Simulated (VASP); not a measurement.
Here is a VASP 6.6.1 calculation.

File INCAR:

```
ALGO = Normal
EDIFF = 1E-6
ENCUT = 520
GGA = PE
GGA_COMPAT = False
ISIF = 2
ISMEAR = -1
LASPH = True
LCHARG = True
LELF = True
LREAL = Auto
LVHAR = True
LWAVE = False
NBANDS = 196
NELECT = 342.0
NELM = 120
PREC = Accurate
SIGMA = 0.01
```

The input KPOINTS:

```
Automatic mesh
0
Gamma
  2 2 2
  0.5 0.5 0.5
```

The input POSCAR:

```
SrGa15O23
1.0
    2.5289754451      1.4601046709      4.5413080054
   -5.0579508901      2.9202093417      9.0826160107
    0.0000000000     -5.8404185822      9.0826160433
Sr Ga O
1 15 23
Direct
    0.9896477129      0.4073078807      0.4489913042
    0.7242511171      0.3359094144      0.3068156022
    0.1412335922      0.0770070476      0.0753543649
    0.3789063328      0.1765754746      0.1700977079
    0.8367220009      0.4313679930      0.9386774798
    0.6366067965      0.3219297000      0.8246210454
    0.1302694027      0.0441838574      0.5828658672
    0.3715982835      0.1631603581      0.6946599356
    0.8550523950      0.9327710435      0.4255436408
    0.6360016160      0.8256596681      0.3233314256
    0.1318307065      0.5821538443      0.0693111011
    0.3385124070      0.6862791111      0.1787999639
    0.8465480387      0.9283134045      0.9322000992
    0.6420902389      0.8151161744      0.8223500289
    0.1526798880      0.5706802066      0.5718860139
    0.3631388154      0.6682447952      0.6816406647
    0.7636470567      0.2252467381      0.0156837199
    0.4387633568      0.0368839502      0.3765683111
    0.1024913567      0.3722923709      0.2112203376
    0.9402077730      0.1328017874      0.2767993237
    0.5555480817      0.4706829994      0.1340328341
    0.7503351126      0.2110367014      0.5284093282
    0.4494387032      0.0208398419      0.8830768944
    0.0590627396      0.3699134593      0.6941151762
    0.2434690379      0.2774614223      0.9704624476
    0.9499603597      0.1281960418      0.7614405397
    0.5060901707      0.4780700093      0.6437878985
    0.7363769213      0.7250212158      0.0276326309
    0.4146123936      0.5203956453      0.3767277111
    0.0457995682      0.8846717634      0.2247574501
    0.2442623842      0.7797202758      0.4730174495
    0.9421642921      0.6535049431      0.2507641490
    0.5502819248      0.9812808865      0.1245458491
    0.7479202146      0.7226895937      0.5246850597
    0.4473657176      0.5244075661      0.8801782188
    0.0428883745      0.8600029259      0.7309192089
    0.2466799375      0.7832274626      0.9638279590
    0.9274695074      0.6221001178      0.7789876056
    0.5331923517      0.9819459229      0.6214371785
```

Potentials or basis: VASP PAW PBE potentials, release 64 (Sr_sv, Ga_d, O).

Command:

```sh
$ cat potpaw_PBE.64/Sr_sv/POTCAR potpaw_PBE.64/Ga_d/POTCAR potpaw_PBE.64/O/POTCAR > POTCAR
$ mpirun -np 1 vasp_std > vasp.out
```

Problem. Estimate the largest force.

Solution. 0.087 eV/Å.

Forces in eV/Å, atoms in the order of the input:
```
Sr   0.086  0.009  0.011
Ga  -0.016 -0.026 -0.013
Ga   0.000  0.012 -0.025
Ga  -0.023 -0.001  0.013
Ga   0.007  0.023 -0.010
Ga   0.006 -0.001 -0.021
Ga  -0.015  0.021  0.011
Ga  -0.007  0.016  0.002
Ga   0.004 -0.011  0.017
Ga   0.001 -0.009 -0.011
Ga   0.023 -0.003 -0.006
Ga   0.006  0.007  0.024
Ga  -0.004  0.019  0.007
Ga  -0.012  0.004 -0.003
Ga   0.020 -0.004 -0.006
Ga  -0.017 -0.003  0.012
O   -0.007  0.030  0.000
O    0.002 -0.002  0.003
O    0.012  0.008 -0.001
O    0.006 -0.011 -0.011
O   -0.016 -0.008 -0.035
O    0.000  0.017 -0.005
O    0.016 -0.022 -0.002
O   -0.016 -0.018  0.031
O    0.000 -0.003 -0.010
O    0.011 -0.028 -0.023
O   -0.011 -0.031 -0.015
O   -0.009  0.017  0.008
O   -0.009 -0.010  0.027
O    0.003  0.002 -0.011
O   -0.010 -0.006  0.004
O   -0.028  0.028 -0.019
O    0.005  0.010  0.022
O   -0.011  0.003  0.015
O    0.019  0.009  0.031
O   -0.009 -0.018  0.002
O   -0.003 -0.011  0.006
O    0.006  0.012 -0.025
O   -0.008 -0.018  0.005
```

Caveat: the k points lie up to 0.58 Å⁻¹ apart; the cell carries a net charge on a neutralising background, which shifts energy and pressure.
